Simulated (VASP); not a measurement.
A run of VASP 6.6.1 is set up as follows.

The input POSCAR:

```
MgO
1.0
    2.0811458410      2.0811458410      0.0000000000
   -2.0811458410      2.0811458410      0.0000000000
    0.0000000000      2.0811458410      2.1154212119
Mg O
1 1
Direct
    0.0000000000      0.0000000000      0.0000000000
    0.5000000000      0.5000000000      0.0000000000
```

File INCAR.step1:

```
SYSTEM = MgO
  ALGO = Normal
  EDIFF = 1E-4
  ENCUT = 520
  GGA = PE
  ISMEAR = 0
  LASPH = .True.
  LCHARG = .False.
  LREAL = .False.
  LWAVE = .True.
  NBANDS = 11
  NELM = 100
  PREC = Accurate
  SIGMA = 0.01
```

File INCAR.step2:

```
SYSTEM = MgO
  ALGO = Normal
  EDIFF = 1E-6
  ENCUT = 520
  ISIF = 2
  ISMEAR = 0
  ISTART = 1
  LASPH = .True.
  LCHARG = .False.
  LMIXTAU = .True.
  LREAL = .False.
  LWAVE = .False.
  METAGGA = R2SCAN
  NBANDS = 11
  NELM = 100
  PREC = Accurate
  SIGMA = 0.01
```

Contents of KPOINTS:

```
k-points
0
Gamma
  10 10 10
  0 0 0
```

Potentials or basis: VASP PAW PBE potentials, release 64 (Mg, O).

The run is started by

```sh
$ cat potpaw_PBE.64/Mg/POTCAR potpaw_PBE.64/O/POTCAR > POTCAR
$ cp INCAR.step1 INCAR
$ mpirun -np 1 vasp_std > vasp.out
$ cp INCAR.step2 INCAR
$ mpirun -np 1 vasp_std > vasp.out
```

(1) Predict the pressure.

(2) Estimate the band gap on the k mesh.

Answers

(1) 1.3 GPa.

(2) 5.78 eV.

Caveat: the cell differs from its parent crystal (in-plane strain -0.01, then relaxed in part); the PAW data sets were made with another functional, which shifts forces and pressure a little.
